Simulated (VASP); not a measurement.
# Ge (Cmmm) in VASP: notebook

Runs on Ge. Level: PBEsol. Tasks: single point.

All numbers are computed with VASP 6.6.1; they aren't measurements. Logs are shortened: lines on timing, memory, paths and dates and some standing lists are left out, and cuts for length are marked.

### 1 The cell of the first run

Symmetry: Cmmm, No. 65, orthorhombic system. Conventional cell: a = 2.794 Å, b = 5.201 Å, c = 2.698 Å, α = 90.00°, β = 90.00°, γ = 90.00°. Ge (site symmetry mmm) has 8 Ge at 2.70 to 2.95 Å within 3.6 Å.

### 2 Single point, PBEsol

INCAR reads:

```
PREC = Accurate ; ENCUT = 500
EDIFF = 1E-6 ; ISMEAR = -1
SIGMA = 0.1 ; LREAL = False
LASPH = True ; NELM = 120
ALGO = Normal ; ISIF = 2
LWAVE = False ; LCHARG = False
GGA = PS ; NBANDS = 13
GGA_COMPAT = False
```

KPOINTS reads:

```
regular mesh
0
Gamma
  6 6 5
```

POSCAR reads:

```
Ge
1.0
    1.3971500000     -2.6005200000      0.0000000000
    1.3971500000      2.6005200000      0.0000000000
    0.0000000000      0.0000000000      2.6982300000
Ge
1
Direct
    0.5000000000      0.5000000000      0.0000000000
```

Potentials or basis: VASP PAW PBE potentials, release 64 (Ge_d).

Command:

```
$ cat potpaw_PBE.64/Ge_d/POTCAR > POTCAR
$ mpirun -np 1 vasp_std > vasp.out
```

OUTCAR:

```text
PREC = Accurate
   ENCUT = 500
   EDIFF = 1E-6
   ISMEAR = -1
   LREAL = False
   LASPH = True
   NELM = 120
   ISIF = 2
   GGA = PS

 ion  position               nearest neighbor table
   1  0.500  0.500  0.000-

  LATTYP: Found a base centered orthorhombic cell.
 ALAT       =     2.7943000000
 B/A-ratio  =     1.8613033676
 C/A-ratio  =     0.9656192964

  Lattice vectors:

 A1 = (   1.3971500000,  -2.6005200000,   0.0000000000)
 A2 = (   1.3971500000,   2.6005200000,   0.0000000000)
 A3 = (   0.0000000000,   0.0000000000,   2.6982300000)

Analysis of symmetry for initial positions (statically):
=====================================================================
 Subroutine PRICEL returns:
 Original cell was already a primitive cell.

 Routine SETGRP: Setting up the symmetry group for a
 base centered orthorhombic supercell.

 Subroutine GETGRP returns: Found  8 space group operations
 (whereof  8 operations were pure point group operations)
 out of a pool of  8 trial point group operations.

The static configuration has the point symmetry D_2h.

Analysis of symmetry for dynamics (positions and initial velocities):
=====================================================================
 Subroutine PRICEL returns:
 Original cell was already a primitive cell.

 Routine SETGRP: Setting up the symmetry group for a
 base centered orthorhombic supercell.

 Subroutine GETGRP returns: Found  8 space group operations
 (whereof  8 operations were pure point group operations)
 out of a pool of  8 trial point group operations.

The dynamic configuration has the point symmetry D_2h.

 Subroutine INISYM returns: Found  8 space group operations
 (whereof  8 operations are pure point group operations),
 and found     1 'primitive' translations

----------------------------------------------------------------------------------------

                                     Primitive cell

  volume of cell :      19.6070

  direct lattice vectors                    reciprocal lattice vectors
     1.397150000 -2.600520000  0.000000000     0.357871381 -0.192269238  0.000000000
     1.397150000  2.600520000  0.000000000     0.357871381  0.192269238  0.000000000
     0.000000000  0.000000000  2.698230000     0.000000000  0.000000000  0.370613328
[... 85 lines left out ...]
   NSW    =      0    number of steps for IOM
   IBRION =     -1    ionic relax: 0-MD 1-quasi-New 2-CG
   NFREE  =      0    steps in history (QN), initial steepest desc. (CG)
   ISIF   =      2    stress and relaxation
   ISYM   =      2    0-nonsym 1-usesym 2-fastsym
   POTIM  = 0.5000    time-step for ionic-motion
   TEBEG  =    0.0;   TEEND  =   0.0 temperature during run
   PSTRESS=    0.0 pullay stress
   NELECT =      14.0000    total number of electrons
   NUPDOWN=      -1.0000    fix difference up-down
   EMIN   =  10.00;   EMAX   =-10.00  energy-range for DOS
   EFERMI =   0.00;   METHOD = LEGACY
   ISMEAR =    -1;   SIGMA  =   0.10  broadening in eV -4-tet -1-fermi 0-gaus
   EFERMI_NEDOS =   21; number of points for ismear=-14 and -15
   IALGO  =     38    algorithm
   IMIX   =      4    mixing-type and parameters
     AMIX     =   0.40;   BMIX     =  1.00
     AMIX_MAG =   1.60;   BMIX_MAG =  1.00
  volume/ion in A,a.u.               =      19.61       132.31
  Fermi-wavevector in a.u.,A,eV,Ry     =   1.463233  2.765109 29.130759  2.141050
  Thomas-Fermi vector in A             =   2.579352
   LORBIT       =      0    0 simple, 1 ext, 2 COOP (PROOUT), +10 PAW based schemes
   GGA     = PS    functional components
   LHFCALC =     F    Hartree Fock is set to
   AEXX    =    0.0000 exact exchange contribution
   IVDW    =     0    specifies the selected vdW correction
   LEPSILON=     F    determine dielectric tensor
   LRPA    =     F    only Hartree local field effects (RPA)
 non-spin polarized calculation
  energy-cutoff  :      500.00
  volume of cell :       19.61
 maximum number of plane-waves:       506
 NGX is ok and might be reduce to    24
   NGX = 11   NGY = 11   NGZ =  9

 number of electron      14.0000003 magnetization

 Free energy of the ion-electron system (eV)
  ---------------------------------------------------
  ext. energy  EPLUGINS =         0.00000000
  ---------------------------------------------------
  free energy    TOTEN  =        -4.72794955 eV

  energy without entropy =       -4.70925256  energy(sigma->0) =       -4.71860106

 E-fermi :   6.1386     XC(G=0): -11.1827

 val. band max:        6.0825611559   @ k =   0.5000   0.1667   0.0000
 cond. band min:       6.3238623135   @ k =  -0.3333   0.1667   0.0000
 fundamental gap:      0.2413011576
 Fermi energy:         6.1386271705

 k-point     1 :       0.0000    0.0000    0.0000
  band No.  band energies     occupation
      1     -18.5434      2.00000
      2     -18.4927      2.00000
      3     -18.4415      2.00000
      4     -18.3356      2.00000
      5     -18.3087      2.00000
      6      -6.7871      2.00000
      7      12.7387      0.00000
      8      13.2067      0.00000
      9      14.7247      0.00000
     10      16.2647      0.00000
     11      18.5506      0.00000
     12      20.9214      0.00000
     13      21.0660      0.00000
[... 354 lines left out ...]
  band No.  band energies     occupation
      1     -18.4763      2.00000
      2     -18.4089      2.00000
      3     -18.4012      2.00000
      4     -18.3732      2.00000
      5     -18.3528      2.00000
      6      -2.0310      2.00000
      7       2.8422      2.00000
      8       8.0260      0.00000
      9      10.8178      0.00000
     10      16.4880      0.00000
     11      20.7483      0.00000
     12      22.2593      0.00000
     13      26.8085      0.00000

 [... further k-points ...]

------------------------ aborting loop because EDIFF is reached ----------------------------------------

  FORCE on cell =-STRESS in cart. coord.  units (eV):
  Direction    XX          YY          ZZ          XY          YZ          ZX
  --------------------------------------------------------------------------------------
  -------------------------------------------------------------------------------------
  Total       -0.0419794     -1.0432890      0.1006162     -0.0000000      0.0000000      0.0000000
  in kB       -3.4303188    -85.2516973      8.2217878     -0.0000000      0.0000000      0.0000000
  external PRESSURE =     -26.8200761 kB  Pullay stress =       0.0000000 kB

 VOLUME and BASIS-vectors are now :
 -----------------------------------------------------------------------------
  energy-cutoff  :      500.00
  volume of cell :       19.61
      direct lattice vectors                 reciprocal lattice vectors
     1.397150000 -2.600520000  0.000000000     0.357871381 -0.192269238  0.000000000
     1.397150000  2.600520000  0.000000000     0.357871381  0.192269238  0.000000000
     0.000000000  0.000000000  2.698230000     0.000000000  0.000000000  0.370613328

 POSITION                                       TOTAL-FORCE (eV/Angst)
 -----------------------------------------------------------------------------------
      1.39715      0.00000      0.00000        -0.000000      0.000000      0.000000
 -----------------------------------------------------------------------------------
    total drift:                               -0.000000     -0.000000     -0.000000

  FREE ENERGIE OF THE ION-ELECTRON SYSTEM (eV)
  ---------------------------------------------------
  free  energy   TOTEN  =        -4.7279495541 eV

  energy  without entropy=       -4.7092525574  energy(sigma->0) =       -4.71860106
```

It took 6.5 s on 1 thread of Intel Xeon 8259CL, shared host; peak memory 0.13 GiB.

What came out:

* Free energy: -4.7279 eV
* Pressure: -2.7 GPa
* Band gap on the k mesh: zero (bands 7 and 8 overlap by 9.85 eV)

Levels at points of the mesh, in eV from the Fermi level:
| k point | band 5 | band 6 | band 7 | band 8 | band 9 | band 10 |
| --- | --- | --- | --- | --- | --- | --- |
| (0.00, 0.00, 0.00) | -24.45 | -12.93 | 6.60 | 7.07 | 8.59 | 10.13 |
| (0.50, 0.00, 0.00) | -24.48 | -7.86 | -5.36 | 3.38 | 7.39 | 10.48 |
| (0.50, 0.50, 0.00) | -24.46 | -8.71 | -5.59 | 5.15 | 9.08 | 9.82 |

Caveat: the k points lie up to 0.47 Å⁻¹ apart, too coarse for converged energies and pressures of a metal; the PAW data sets were made with another functional, which shifts forces and pressure a little.

### 3 Single point, PBEsol

INCAR reads:

```
SYSTEM = Ge
PREC = Accurate ; ENCUT = 500
EDIFF = 1E-6 ; ISMEAR = -1
SIGMA = 0.1 ; LREAL = .False.
LASPH = .True. ; NELM = 120
ALGO = Normal ; ISIF = 2
LWAVE = .False. ; LCHARG = .False.
GGA = PS ; NBANDS = 13
GGA_COMPAT = .False.
```

KPOINTS reads:

```
Automatic mesh
0
Gamma
  7 7 6
  0 0 0
```

POSCAR is that of step 2.

Potentials or basis: VASP PAW PBE potentials, release 64 (Ge_d).

Command:

```
$ cat potpaw_PBE.64/Ge_d/POTCAR > POTCAR
$ mpirun -np 1 vasp_std > vasp.out
```

Run time: 12 s. Hardware: 1 thread of Intel Xeon 8259CL, shared host; peak memory 0.14 GiB.

The run converged. Its results:

```
Free energy            : -4.7807 eV
Pressure               : -5.4 GPa
Band gap on the k mesh : zero (bands 7 and 8 overlap by 8.61 eV)
```

Stress tensor (GPa, compression positive):
```
-3.09  0.00  0.00
 0.00 -8.91  0.00
 0.00  0.00 -4.08
```

Levels at points of the mesh, in eV from the Fermi level:
```csv
k point,band 5,band 6,band 7,band 8,band 9,band 10
"(0.00, 0.00, 0.00)",-24.57,-13.00,6.52,7.00,8.50,10.04
"(0.00, 0.00, 0.50)",-24.61,-9.22,-5.84,9.83,11.33,15.92
```

Caveat: the k points lie up to 0.39 Å⁻¹ apart, too coarse for converged energies and pressures of a metal; the PAW data sets were made with another functional, which shifts forces and pressure a little.

### 4 Single point, PBEsol

INCAR reads:

```
SYSTEM = Ge
PREC     = Accurate       ! precision mode
ENCUT    = 500            ! plane-wave cutoff, eV
EDIFF    = 1E-6           ! SCF threshold, eV
ISMEAR   = -1             ! smearing method
SIGMA    = 0.1            ! smearing width, eV
LREAL    = .FALSE.        ! projectors in reciprocal space
LASPH    = .TRUE.         ! aspherical terms in the spheres
NELM     = 120            ! most SCF steps
ALGO     = Normal         ! electronic algorithm
ISIF     = 2              ! what is computed and relaxed
LWAVE    = .FALSE.        ! write WAVECAR
LCHARG   = .FALSE.        ! write CHGCAR
GGA      = PS             ! functional
NBANDS   = 13             ! bands
GGA_COMPAT= .FALSE.
```

KPOINTS reads:

```
regular mesh
0
G
  8 8 8
  0 0 0
```

POSCAR is that of step 3.

Potentials or basis: VASP PAW PBE potentials, release 64 (Ge_d).

Command:

```
$ cat potpaw_PBE.64/Ge_d/POTCAR > POTCAR
$ mpirun -np 1 vasp_std > vasp.out
```

OUTCAR:

```text
SYSTEM = Ge
   PREC = Accurate
   ENCUT = 500
   EDIFF = 1E-6
   ISMEAR = -1
   LREAL = .FALSE.
   LASPH = .TRUE.
   NELM = 120
   ISIF = 2
   GGA = PS

 ion  position               nearest neighbor table
   1  0.500  0.500  0.000-

  LATTYP: Found a base centered orthorhombic cell.
 ALAT       =     2.7943000000
 B/A-ratio  =     1.8613033676
 C/A-ratio  =     0.9656192964

  Lattice vectors:

 A1 = (   1.3971500000,  -2.6005200000,   0.0000000000)
 A2 = (   1.3971500000,   2.6005200000,   0.0000000000)
[... 565 lines left out ...]
 [... further k-points ...]

------------------------ aborting loop because EDIFF is reached ----------------------------------------

  FORCE on cell =-STRESS in cart. coord.  units (eV):
  Direction    XX          YY          ZZ          XY          YZ          ZX
  --------------------------------------------------------------------------------------
  -------------------------------------------------------------------------------------
  Total       -0.2380861     -0.6175776     -0.7780859      0.0000000      0.0000000      0.0000000
  in kB      -19.4550554    -50.4649614    -63.5807935      0.0000000      0.0000000      0.0000000
  external PRESSURE =     -44.5002701 kB  Pullay stress =       0.0000000 kB

 VOLUME and BASIS-vectors are now :
 -----------------------------------------------------------------------------
  energy-cutoff  :      500.00
  volume of cell :       19.61
      direct lattice vectors                 reciprocal lattice vectors
     1.397150000 -2.600520000  0.000000000     0.357871381 -0.192269238  0.000000000
     1.397150000  2.600520000  0.000000000     0.357871381  0.192269238  0.000000000
     0.000000000  0.000000000  2.698230000     0.000000000  0.000000000  0.370613328

 POSITION                                       TOTAL-FORCE (eV/Angst)
 -----------------------------------------------------------------------------------
      1.39715      0.00000      0.00000         0.000000     -0.000000      0.000000
 -----------------------------------------------------------------------------------
    total drift:                               -0.000000     -0.000000     -0.000000

  FREE ENERGIE OF THE ION-ELECTRON SYSTEM (eV)
  ---------------------------------------------------
  free  energy   TOTEN  =        -4.7257362537 eV

  energy  without entropy=       -4.7128868393  energy(sigma->0) =       -4.71931155
```

Run time: 15 s. Hardware: 1 thread of Intel Xeon 8259CL, shared host; peak memory 0.15 GiB.

Results:

* Free energy: -4.7257 eV
* Pressure: -4.5 GPa
* Band gap on the k mesh: zero (bands 7 and 8 overlap by 8.91 eV)

Caveat: the cell stands under tension; the PAW data sets were made with another functional, which shifts forces and pressure a little.

### 5 The runs side by side

```csv
k mesh,gap on the mesh (eV),pressure (GPa)
6 × 6 × 5,none,-2.7
7 × 7 × 6,none,-5.4
8 × 8 × 8,none,-4.5
```

Alike in all rows: task single point; level PBEsol; potentials or basis VASP PAW PBE potentials, release 64 (Ge_d); no spin polarisation; cell as given; cutoff (eV) 500; smearing fermi-dirac 0.1 eV.

Caveats: some runs use coarse meshes; the PAW data sets were made with another functional, which shifts forces and pressure a little; the cell stands under tension (at least some runs).

Absolute energies hang on the potentials; compare differences alone.
